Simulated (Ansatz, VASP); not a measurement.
## Sb: VASP beside Ansatz

```
Sb
1.0
     2.11022    1.21834    3.68128
    -2.11022    1.21834    3.68128
     0.00000   -2.43668    3.68128
Sb
2
Direct
  0.76651 0.76651 0.76651
  0.23349 0.23349 0.23349
```

Alike in both runs: task single point; functional r2SCAN; k mesh 8 × 8 × 8; occupations fermi-dirac, width 0.05 eV; no spin polarisation.

```csv
,VASP,Ansatz
version,VASP 6.6.1,Ansatz 0.2.0
potentials or method,"VASP PAW PBE potentials, release 64 (Sb)",Ansatz PAW
plane-wave cutoff (eV),520,500
valence electrons in the cell,10,30
```

Ansatz gave:

- gap on the k mesh at the Fermi level (eV): none
- pressure (GPa): 6.1
- traceless stress, the component that is largest in VASP (GPa): -0.73
- rms of the force components (eV/Å): 0.201

**Question.** What did VASP give for the same quantities?

**Answer.** gap on the k mesh at the Fermi level (eV): none; pressure (GPa): 6.3; traceless stress, the component that is largest in VASP (GPa): -0.81; rms of the force components (eV/Å): 0.242.

VASP's potentials were made for PBE, not for r2SCAN. Atom by atom the forces differ by 0.041 eV/Å (rms over components). A gap of «none» marks a metal or a gap that the smearing closes. VASP's potentials hold 10 valence electrons a cell and Ansatz's 30, so a difference there can come from the potentials and not from the codes.

Spin-orbit coupling is off throughout.
